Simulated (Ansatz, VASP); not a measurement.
# Al5N: VASP beside Ansatz

Contents of INCAR:

```
PREC     = Accurate       # precision mode
ENCUT    = 520            # plane-wave cutoff, eV
EDIFF    = 1E-6           # SCF threshold, eV
ISMEAR   = 0              # smearing method
SIGMA    = 0.1            # smearing width, eV
LREAL    = F              # projectors in reciprocal space
LASPH    = T              # aspherical terms in the spheres
NELM     = 150            # most SCF steps
ALGO     = Normal         # electronic algorithm
ISIF     = 2              # what is computed and relaxed
LWAVE    = F              # write WAVECAR
LCHARG   = F              # write CHGCAR
ISPIN    = 2              # spin polarisation
MAGMOM   = 0 0 0 0 0 1    # initial moments
LORBIT   = 11             # projections on sites
GGA      = PE             # functional
NBANDS   = 23             # bands
```

Contents of KPOINTS:

```
regular mesh
0
Gamma
  6 6 6
```

File POSCAR:

```
Al5N
1.0
    2.7227790083      1.5719971934      4.2592421874
   -2.7227790083      1.5719971934      4.2592421874
    0.0000000000     -3.1439943868      4.2592421874
Al N
5 1
Direct
    0.3427354877      0.8507317903      0.3427354877
    0.3427354877      0.3427354877      0.8507317903
    0.8507317903      0.3427354877      0.3427354877
    0.7489385627      0.7489385627      0.7489385627
    0.3490828564      0.3490828564      0.3490828564
    0.5987523851      0.5987523851      0.5987523851
```

Input for Ansatz:

```yaml
crystal:
  lattice:
    - [2.7227790083, 1.5719971934, 4.2592421874]
    - [-2.7227790083, 1.5719971934, 4.2592421874]
    - [0.0, -3.1439943868, 4.2592421874]
  atoms:
    - { symbol: Al, position: [0.3427354877, 0.8507317903, 0.3427354877] }
    - { symbol: Al, position: [0.3427354877, 0.3427354877, 0.8507317903] }
    - { symbol: Al, position: [0.8507317903, 0.3427354877, 0.3427354877] }
    - { symbol: Al, position: [0.7489385627, 0.7489385627, 0.7489385627] }
    - { symbol: Al, position: [0.3490828564, 0.3490828564, 0.3490828564] }
    - { symbol: "N", position: [0.5987523851, 0.5987523851, 0.5987523851], spin: 1.0 }
basis:
  ecutwfc: 420
kpoints:
  mp_grid: { grid: [6, 6, 6] }
hamiltonian:
  xc: pbe
scf:
  occupations: { method: gaussian, width: 0.1 }
  lower_state_search: "off"
output:
  forces: true
  stress: true
  eigenvalues: true
  populations: true
magnetization:
  spin_polarized: true
```

Alike in both runs: task single point; functional PBE; k mesh 6 × 6 × 6; occupations gaussian, width 0.1 eV; collinear spin.

|  | VASP | Ansatz |
| --- | --- | --- |
| version | VASP 6.6.1 | Ansatz 0.2.0 |
| potentials or method | VASP PAW PBE potentials, release 64 (Al, N), cutoff 520 eV | scalar-relativistic, plane waves, PAW |
| valence electrons in the cell | 20 | 20 |

|  | VASP | Ansatz | Ansatz less VASP |
| --- | --- | --- | --- |
| gap on the k mesh at the Fermi level (eV) | none | none | - |
| pressure (GPa) | -0.1 | 0.0 | +0.06 |
| net moment per atom (μB) | 0.00 | 0.00 | 0.000 |

A gap of «none» marks a metal or a gap that the smearing closes. With one functional, cell and mesh, what is left measures potentials, basis and numerics. Ansatz's warnings: seeded moment not kept.
